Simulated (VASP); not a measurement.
# Mo (Im-3m) in VASP: further runs

Runs on Mo. Level: PBE. Tasks: single point, relaxation of cell and atoms.

Program: VASP 6.6.1. These are calculated values, not measurements. Logs are shortened: lines on timing, memory, paths and dates and some standing lists are left out, and cuts for length are marked.

**1. The cell of the first run**

It takes space group Im-3m (No. 229, cubic). Conventional cell: a = 3.147 Å, b = 3.147 Å, c = 3.147 Å, α = 90.00°, β = 90.00°, γ = 90.00°. Within 3.6 Å of Mo (site symmetry m-3m) lie 14 Mo at 2.73 to 3.15 Å.

**2. Single point, PBE**

Contents of INCAR:

```
  ALGO = Normal
  EDIFF = 1E-6
  ENCUT = 520
  GGA = PE
  ISIF = 2
  ISMEAR = 0
  LASPH = T
  LCHARG = F
  LREAL = F
  LWAVE = F
  NBANDS = 13
  NELM = 80
  PREC = Accurate
  SIGMA = 0.1
```

Contents of KPOINTS:

```
k-points
0
Gamma
  8 8 8
```

Contents of POSCAR:

```
Mo
1.0
   -1.5734150000      1.5734150000      1.5734150000
    1.5734150000     -1.5734150000      1.5734150000
    1.5734150000      1.5734150000     -1.5734150000
Mo
1
Direct
    0.0000000000      0.0000000000      0.0000000000
```

Potentials or basis: VASP PAW PBE potentials, release 64 (Mo_sv).

The run is started by

```bash
$ cat potpaw_PBE.64/Mo_sv/POTCAR > POTCAR
$ mpirun -np 1 vasp_std > vasp.out
```

OUTCAR:

```text
EDIFF = 1E-6
   ENCUT = 520
   GGA = PE
   ISIF = 2
   ISMEAR = 0
   LASPH = T
   LREAL = F
   NELM = 80
   PREC = Accurate

 ion  position               nearest neighbor table
   1  0.000  0.000  0.000-

  LATTYP: Found a body centered cubic cell.
 ALAT       =     3.1468300000

  Lattice vectors:

 A1 = (  -1.5734150000,   1.5734150000,   1.5734150000)
 A2 = (   1.5734150000,  -1.5734150000,   1.5734150000)
 A3 = (   1.5734150000,   1.5734150000,  -1.5734150000)

Analysis of symmetry for initial positions (statically):
=====================================================================
 Subroutine PRICEL returns:
 Original cell was already a primitive cell.

 Routine SETGRP: Setting up the symmetry group for a
 body centered cubic supercell.

 Subroutine GETGRP returns: Found 48 space group operations
[... 9 lines left out ...]

 Routine SETGRP: Setting up the symmetry group for a
 body centered cubic supercell.

 Subroutine GETGRP returns: Found 48 space group operations
[... 11 lines left out ...]
                                     Primitive cell

  volume of cell :      15.5808

  direct lattice vectors                    reciprocal lattice vectors
    -1.573415000  1.573415000  1.573415000     0.000000000  0.317780115  0.317780115
     1.573415000 -1.573415000  1.573415000     0.317780115  0.000000000  0.317780115
     1.573415000  1.573415000 -1.573415000     0.317780115  0.317780115  0.000000000

  length of vectors
     2.725234721  2.725234721  2.725234721     0.449408949  0.449408949  0.449408949

  position of ions in fractional coordinates (direct lattice)
     0.000000000  0.000000000  0.000000000

  ion indices of the primitive-cell ions
   primitive index   ion index
                 1           1

----------------------------------------------------------------------------------------

 KPOINTS: k-points

Automatic generation of k-mesh.
 Grid dimensions read from file:
 generate k-points for:    8    8    8

 Generating k-lattice:

  Cartesian coordinates                     Fractional coordinates (reciprocal lattice)
     0.000000000  0.039722514  0.039722514     0.125000000  0.000000000  0.000000000
     0.039722514  0.000000000  0.039722514     0.000000000  0.125000000  0.000000000
     0.039722514  0.039722514  0.000000000     0.000000000  0.000000000  0.125000000

  Length of vectors
     0.056176119  0.056176119  0.056176119

  Shift w.r.t. Gamma in fractional coordinates (k-lattice)
     0.000000000  0.000000000  0.000000000

 Subroutine IBZKPT returns following result:
 ===========================================

 Found     29 irreducible k-points:

 Following reciprocal coordinates:
            Coordinates               Weight
  0.000000  0.000000  0.000000      1.000000
  0.125000  0.000000  0.000000     12.000000
  0.250000  0.000000  0.000000     12.000000
  0.375000  0.000000  0.000000     12.000000
  0.500000  0.000000  0.000000      6.000000
  0.125000  0.125000  0.000000     24.000000
[... 16 lines left out ...]
 -0.250000  0.250000  0.250000      6.000000
 -0.375000  0.375000  0.250000     24.000000
 [... further k-points ...]
   k-points           NKPTS =     29   k-points in BZ     NKDIM =     29   number of bands    NBANDS=     13
   number of dos      NEDOS =    301   number of ions     NIONS =      1
   total plane-waves  NPLWV =   8000
   dimension x,y,z NGX =    20 NGY =   20 NGZ =   20
   dimension x,y,z NGXF=    40 NGYF=   40 NGZF=   40
   ions per type =               1
   NGX,Y,Z   is equivalent  to a cutoff of  12.20, 12.20, 12.20 a.u.
   NGXF,Y,Z  is equivalent  to a cutoff of  24.40, 24.40, 24.40 a.u.
 SYSTEM =  unknown system
   PREC   = accura    normal or accurate (medium, high low for compatibility)
   ISTART =      0    job   : 0-new  1-cont  2-samecut
   ICHARG =      2    charge: 1-file 2-atom 10-const
   ISPIN  =      1    spin polarized calculation?
   LNONCOLLINEAR =      F non collinear calculations
   LSORBIT =      F    spin-orbit coupling
   LASPH  =      T    aspherical Exc in radial PAW
   ENCUT  =  520.0 eV  38.22 Ry    6.18 a.u.   5.07  5.07  5.07*2*pi/ulx,y,z
   NELM   =     80;   NELMIN=  2; NELMDL= -5     # of ELM steps
   EDIFF  = 0.1E-05   stopping-criterion for ELM
   LREAL  =      F    real-space projection
   EDIFFG = 0.1E-04   stopping-criterion for IOM
   NSW    =      0    number of steps for IOM
   IBRION =     -1    ionic relax: 0-MD 1-quasi-New 2-CG
   NFREE  =      0    steps in history (QN), initial steepest desc. (CG)
   ISIF   =      2    stress and relaxation
   ISYM   =      2    0-nonsym 1-usesym 2-fastsym
   POTIM  = 0.5000    time-step for ionic-motion
   TEBEG  =    0.0;   TEEND  =   0.0 temperature during run
   PSTRESS=    0.0 pullay stress
   NELECT =      14.0000    total number of electrons
   NUPDOWN=      -1.0000    fix difference up-down
   EMIN   =  10.00;   EMAX   =-10.00  energy-range for DOS
   EFERMI =   0.00;   METHOD = LEGACY
   ISMEAR =     0;   SIGMA  =   0.10  broadening in eV -4-tet -1-fermi 0-gaus
   EFERMI_NEDOS =   21; number of points for ismear=-14 and -15
   IALGO  =     38    algorithm
   IMIX   =      4    mixing-type and parameters
     AMIX     =   0.40;   BMIX     =  1.00
     AMIX_MAG =   1.60;   BMIX_MAG =  1.00
  volume/ion in A,a.u.               =      15.58       105.14
  Fermi-wavevector in a.u.,A,eV,Ry     =   1.579747  2.985289 33.954710  2.495601
  Thomas-Fermi vector in A             =   2.680079
   LORBIT       =      0    0 simple, 1 ext, 2 COOP (PROOUT), +10 PAW based schemes
   GGA     = PE    functional components
   LHFCALC =     F    Hartree Fock is set to
   AEXX    =    0.0000 exact exchange contribution
   IVDW    =     0    specifies the selected vdW correction
   LEPSILON=     F    determine dielectric tensor
   LRPA    =     F    only Hartree local field effects (RPA)
 non-spin polarized calculation
 Gauss-broadening in eV      SIGMA  =   0.10
  energy-cutoff  :      520.00
  volume of cell :       15.58
 maximum number of plane-waves:       429
   NGX = 11   NGY = 11   NGZ = 11

 number of electron      14.0000001 magnetization

 Free energy of the ion-electron system (eV)
  ---------------------------------------------------
  ext. energy  EPLUGINS =         0.00000000
  ---------------------------------------------------
  free energy    TOTEN  =       -10.91127437 eV

  energy without entropy =      -10.90681836  energy(sigma->0) =      -10.90904637

 E-fermi :  12.5241     XC(G=0): -13.4101

 val. band max:       12.5069764927   @ k =  -0.2500   0.2500   0.1250
 cond. band min:      12.6550169719   @ k =   0.3750   0.0000   0.0000
 fundamental gap:      0.1480404792
 Fermi energy:        12.5240925572

 k-point     1 :       0.0000    0.0000    0.0000
  band No.  band energies     occupation
      1     -48.6426      2.00000
      2     -21.9009      2.00000
      3     -21.9009      2.00000
      4     -21.9009      2.00000
      5       5.3992      2.00000
      6      11.2717      2.00000
      7      11.2717      2.00000
      8      11.2717      2.00000
      9      14.3098      0.00000
     10      14.3098      0.00000
     11      27.4828      0.00000
     12      27.4828      0.00000
     13      27.4828      0.00000

 k-point     2 :       0.1250    0.0000    0.0000
  band No.  band energies     occupation
      1     -48.6040      2.00000
      2     -22.1209      2.00000
      3     -21.9689      2.00000
      4     -21.9025      2.00000
      5       6.0613      2.00000
      6      10.9060      2.00000
      7      11.1809      2.00000
      8      11.9149      2.00000
      9      13.8729      0.00000
     10      14.3279      0.00000
     11      27.9012      0.00000
     12      28.6233      0.00000
     13      28.6341      0.00000

 k-point     3 :       0.2500    0.0000    0.0000
  band No.  band energies     occupation
      1     -48.5100      2.00000
      2     -22.6323      2.00000
      3     -22.1302      2.00000
      4     -21.9066      2.00000
      5       7.3711      2.00000
      6      10.1336      2.00000
      7      11.0760      2.00000
      8      13.6995      0.00000
      9      13.7782      0.00000
     10      14.4707      0.00000
     11      27.4723      0.00000
     12      28.8672      0.00000
     13      31.6463      0.00000

 k-point     4 :       0.3750    0.0000    0.0000
  band No.  band energies     occupation
      1     -48.4143      2.00000
      2     -23.1195      2.00000
      3     -22.2873      2.00000
      4     -21.9110      2.00000
      5       7.5209      2.00000
      6       9.4737      2.00000
      7      12.6550      0.06409
      8      14.2830      0.00000
      9      14.7789      0.00000
     10      16.0631      0.00000
     11      25.5376      0.00000
     12      26.0761      0.00000
     13      32.2390      0.00000

 k-point     5 :       0.5000    0.0000    0.0000
  band No.  band energies     occupation
      1     -48.3742      2.00000
      2     -23.3151      2.00000
      3     -22.3511      2.00000
      4     -21.9128      2.00000
      5       7.3003      2.00000
      6       9.2249      2.00000
      7      14.2836      0.00000
      8      14.3392      0.00000
      9      14.9713      0.00000
     10      17.4062      0.00000
     11      24.3390      0.00000
     12      24.6141      0.00000
     13      30.0435      0.00000
[... 257 lines left out ...]
 k-point    22 :       0.2500    0.2500    0.2500
  band No.  band energies     occupation
      1     -48.3534      2.00000
      2     -22.6180      2.00000
      3     -22.6180      2.00000
      4     -22.6180      2.00000
      5      10.0149      2.00000
      6      10.0149      2.00000
      7      10.0149      2.00000
      8      15.0964      0.00000
      9      15.0964      0.00000
     10      22.2848      0.00000
     11      24.2322      0.00000
     12      24.2322      0.00000
     13      24.2322      0.00000

 k-point    23 :      -0.2500    0.2500    0.2500
  band No.  band energies     occupation
      1     -48.3966      2.00000
      2     -22.6595      2.00000
      3     -22.3795      2.00000
      4     -22.3795      2.00000
      5       8.8936      2.00000
      6       9.9548      2.00000
      7      12.0175      2.00000
      8      12.0175      2.00000
      9      13.5135      0.00000
     10      16.0930      0.00000
     11      27.8842      0.00000
     12      30.9851      0.00000
     13      31.3331      0.00000

 k-point    24 :      -0.3750    0.3750    0.2500
  band No.  band energies     occupation
      1     -48.3150      2.00000
      2     -22.9511      2.00000
      3     -22.5497      2.00000
      4     -22.4216      2.00000
      5       8.6887      2.00000
      6       9.2611      2.00000
      7      12.0111      2.00000
      8      12.8505      0.00000
      9      15.5392      0.00000
     10      17.6723      0.00000
     11      26.4978      0.00000
     12      28.5401      0.00000
     13      29.5881      0.00000

 [... further k-points ...]

------------------------ aborting loop because EDIFF is reached ----------------------------------------

  FORCE on cell =-STRESS in cart. coord.  units (eV):
  Direction    XX          YY          ZZ          XY          YZ          ZX
  --------------------------------------------------------------------------------------
  -------------------------------------------------------------------------------------
  Total        0.4517349      0.4517349      0.4517349      0.0000000      0.0000000     -0.0000000
  in kB       46.4519998     46.4519998     46.4519998      0.0000000      0.0000000     -0.0000000
  external PRESSURE =      46.4519998 kB  Pullay stress =       0.0000000 kB

 VOLUME and BASIS-vectors are now :
 -----------------------------------------------------------------------------
  energy-cutoff  :      520.00
  volume of cell :       15.58
      direct lattice vectors                 reciprocal lattice vectors
    -1.573415000  1.573415000  1.573415000     0.000000000  0.317780115  0.317780115
     1.573415000 -1.573415000  1.573415000     0.317780115  0.000000000  0.317780115
     1.573415000  1.573415000 -1.573415000     0.317780115  0.317780115  0.000000000

 POSITION                                       TOTAL-FORCE (eV/Angst)
 -----------------------------------------------------------------------------------
      0.00000      0.00000      0.00000         0.000000      0.000000      0.000000
 -----------------------------------------------------------------------------------
    total drift:                                0.000000     -0.000000      0.000000

  FREE ENERGIE OF THE ION-ELECTRON SYSTEM (eV)
  ---------------------------------------------------
  free  energy   TOTEN  =       -10.9112743749 eV

  energy  without entropy=      -10.9068183628  energy(sigma->0) =      -10.90904637
```

It took 4.6 s on 1 thread of Intel Xeon Platinum 8559C (Emerald Rapids), shared host; peak memory 0.12 GiB.

Results:

| Item | Value |
| --- | --- |
| Free energy | -10.9113 eV |
| Pressure | 4.6 GPa |
| Band gap on the k mesh | zero (band 7 reaches 16.64 eV, above the bottom of band 8 at 11.27 eV) |

**3. Single point, PBE**

This run uses another cell than the first one, of 15.78 Å³/atom, 1.013 times its volume.

Contents of INCAR:

```
PREC = Accurate ; ENCUT = 520
EDIFF = 1E-7 ; ISMEAR = 0
SIGMA = 0.1 ; LREAL = False
LASPH = True ; NELM = 60
ALGO = Fast ; ISIF = 2
LWAVE = False ; LCHARG = True
GGA = PE ; LELF = True
LVHAR = True ; NBANDS = 13
```

Contents of KPOINTS:

```
Automatic mesh
0
Gamma
  18 18 18
```

Contents of POSCAR:

```
Mo
1.0
   -1.5802206811      1.5802206811      1.5802206811
    1.5802206811     -1.5802206811      1.5802206811
    1.5802206811      1.5802206811     -1.5802206811
Mo
1
Direct
    0.0000000000      0.0000000000      0.0000000000
```

Potentials or basis: VASP PAW PBE potentials, release 64 (Mo_sv).

The run is started by

```bash
$ cat potpaw_PBE.64/Mo_sv/POTCAR > POTCAR
$ mpirun -np 1 vasp_std > vasp.out
```

Wall time 27 s (1 thread of Intel Xeon Platinum 8559C (Emerald Rapids), shared host); peak memory 0.15 GiB.

It converged, with:

```yaml
Free_energy: -10.9350 eV
Pressure: 0.5 GPa
Band_gap_on_the_k_mesh: zero (band 7 reaches 16.36 eV, above the bottom of band 8 at 11.09 eV)
```

Levels at points of the mesh, in eV from the Fermi level:
```tsv
k point	band 4	band 5	band 6	band 7	band 8	band 9	band 10	band 11
(0.00, 0.00, 0.00)	-34.59	-7.22	-1.36	-1.36	-1.36	1.63	1.63	14.80
(0.50, 0.00, 0.00)	-34.60	-5.28	-3.37	1.57	1.65	2.27	4.66	11.48
(0.50, 0.50, 0.50)	-35.52	-5.38	-5.38	3.91	3.91	3.91	8.97	8.97
```

**4. Relaxation of cell and atoms, PBE**

Contents of INCAR:

```
PREC = Accurate
ENCUT = 600
EDIFF = 1E-6
ISMEAR = 0
SIGMA = 0.1
LREAL = F
LASPH = T
NELM = 80
ALGO = Normal
ISIF = 3
LWAVE = F
LCHARG = F
GGA = PE
IBRION = 2
NSW = 100
EDIFFG = -0.005
```

KPOINTS is that of step 3.

Contents of POSCAR:

```
Mo
1.0
   -1.5734150000      1.5734150000      1.5734150000
    1.5734150000     -1.5734150000      1.5734150000
    1.5734150000      1.5734150000     -1.5734150000
Mo
1
Direct
    0.0000000000      0.0000000000      0.0000000000
```

The run is started by

```bash
$ cat potpaw_PBE.64/Mo_sv/POTCAR > POTCAR
$ mpirun -np 1 vasp_std > vasp.out
```

Wall time 40 s (1 thread of Intel Xeon Platinum 8559C (Emerald Rapids), shared host); peak memory 0.18 GiB.

It converged, with:

```
Free energy                            : -10.9349 eV
Relaxed volume                         : 15.81 Å³/atom
Relaxed cell                           : a = 2.738 Å, b = 2.738 Å, c = 2.738 Å, α = 109.47°, β = 109.47°, γ = 109.47°
Space group after relaxing (to 0.05 Å) : Im-3m (No. 229)
Energy gained by relaxing              : 2.7 meV/atom
Ionic steps                            : 4
Pressure after relaxing                : 0.0 GPa
Band gap on the k mesh                 : zero (band 7 reaches 16.33 eV, above the bottom of band 8 at 11.07 eV)
```

The path:
```csv
step,energy change (eV),largest force (eV/Å),pressure (GPa),volume (Å³)
1,0.0000,0.0000,3.89,15.58
2,0.0170,0.0000,-9.49,16.45
3,-0.0027,0.0000,-0.05,15.81
4,-0.0027,0.0000,-0.02,15.81
```

Final structure:
```
CELL_PARAMETERS angstrom
-1.58098 1.58098 1.58098
1.58098 -1.58098 1.58098
1.58098 1.58098 -1.58098
ATOMIC_POSITIONS crystal
Mo 0.00000 0.00000 0.00000
```

Levels at points of the mesh, in eV from the Fermi level:
```
           k point  band 5  band 6  band 7  band 8  band 9  band 10
(0.00, 0.00, 0.00)   -7.22   -1.36   -1.36   -1.36    1.62     1.62
(0.50, 0.00, 0.00)   -5.27   -3.37    1.57    1.65    2.27     4.65
(0.50, 0.50, 0.50)   -5.37   -5.37    3.90    3.90    3.90     8.96
```

PBE usually gives volumes a little too large and moduli too small. Zero-point motion and thermal expansion aren't in these numbers.

[end of part 1 of 2]
